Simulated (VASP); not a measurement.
The system is Ru.

```
CELL_PARAMETERS angstrom
2.70580 0.00000 0.00000
-1.35290 2.34329 0.00000
0.00000 0.00000 4.28190
ATOMIC_POSITIONS crystal
Ru 0.33333 0.66667 0.25000
Ru 0.66667 0.33333 0.75000
```

Base run:

- Program: VASP 6.6.1
- Functional: PBEsol
- Potentials or basis: VASP PAW PBE potentials, release 64 (Ru_pv)
- Cutoff: 520 eV
- k mesh: 9 × 9 × 5
- Occupations: fermi-dirac, width 0.05 eV
- Spin: no spin polarisation

Its results: band gap on the k mesh zero (band 14 reaches 14.16 eV, above the bottom of band 15 at 11.11 eV); pressure -6.6 GPa.

Task: The run is repeated on the same cell with these changes: k mesh from 9 × 9 × 5 to 5 × 5 × 3. What comes out?

Result: Band gap on the k mesh zero (band 14 reaches 13.77 eV, above the bottom of band 15 at 11.38 eV); pressure -7.1 GPa.

Caveats: some runs use coarse meshes; the PAW data sets were made with another functional, which shifts forces and pressure a little.
